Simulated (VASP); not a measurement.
# LaVSe2O: single point with PBE

LaVSe2O:

```
CELL_PARAMETERS angstrom
0.00000 3.93421 0.00000
5.92906 -1.96711 0.00000
0.02858 0.00000 -8.54157
ATOMIC_POSITIONS crystal
La 0.23032 0.46064 0.80207
La 0.76968 0.53936 0.19793
Se 0.95307 0.90614 0.80056
Se 0.04693 0.09386 0.19944
Se 0.64068 0.28136 0.53517
Se 0.35932 0.71864 0.46483
V 0.50000 0.00000 0.00000
V 0.00000 0.00000 0.50000
O 0.66290 0.32580 0.94180
O 0.33710 0.67420 0.05820
```

```yaml
Program: VASP 6.6.1
Task: single point
Functional: PBE
Potentials_or_basis: VASP PAW PBE potentials, release 64 (La, Se, V_sv, O)
Cutoff: 520 eV
k_mesh: 5 × 5 × 2
Occupations: fermi-dirac, width 0.1 eV
Spin: no spin polarisation
Dipole_correction: no
Further_INCAR_settings: ALGO = Normal; EDIFF = 1e-06; NBANDS = 53
```

```json
{"Pressure": "-4.2 GPa", "Largest force": "0.383 eV/Å", "Band gap on the k mesh": "zero (band 42 reaches 7.11 eV, above the bottom of band 43 at 6.74 eV)"}
```

Forces in eV/Å, atoms in the order of the input:
```
La  -0.076  0.000 -0.054
La   0.076  0.000  0.054
Se   0.193  0.000  0.102
Se  -0.193  0.000 -0.102
Se  -0.304  0.000  0.042
Se   0.304  0.000 -0.042
V    0.000  0.000  0.000
V    0.000  0.000  0.000
O   -0.381  0.000 -0.044
O    0.381  0.000  0.044
```

Stress tensor (GPa, compression positive):
```
-4.82  0.00  0.06
 0.00 -4.26  0.00
 0.06  0.00 -3.62
```

Levels at points of the mesh, in eV from the Fermi level:
| k point | band 38 | band 39 | band 40 | band 41 | band 42 | band 43 | band 44 | band 45 |
| --- | --- | --- | --- | --- | --- | --- | --- | --- |
| (0.00, 0.00, 0.00) | -1.21 | -1.10 | -0.65 | -0.34 | -0.24 | -0.19 | 0.05 | 0.21 |
| (0.00, 0.00, 0.50) | -1.88 | -1.61 | -0.60 | -0.25 | -0.21 | 0.05 | 0.17 | 0.33 |

Run time: 4 min on 1 thread of Intel(R) Xeon(R) 6975P-C (Granite Rapids) (shared host), peak memory 0.41 GiB.

Caveat: the k points lie up to 0.37 Å⁻¹ apart; spin-orbit coupling is left out, which moves the levels of the heavy elements; the run has no spin polarisation, though such a crystal can be magnetic; semilocal functionals often make such compounds metallic where correlation or magnetic order opens a gap, which also shifts bond lengths. With open d or f shells a metallic result of PBE can be an artefact of self-interaction; +U or a hybrid may open a gap.
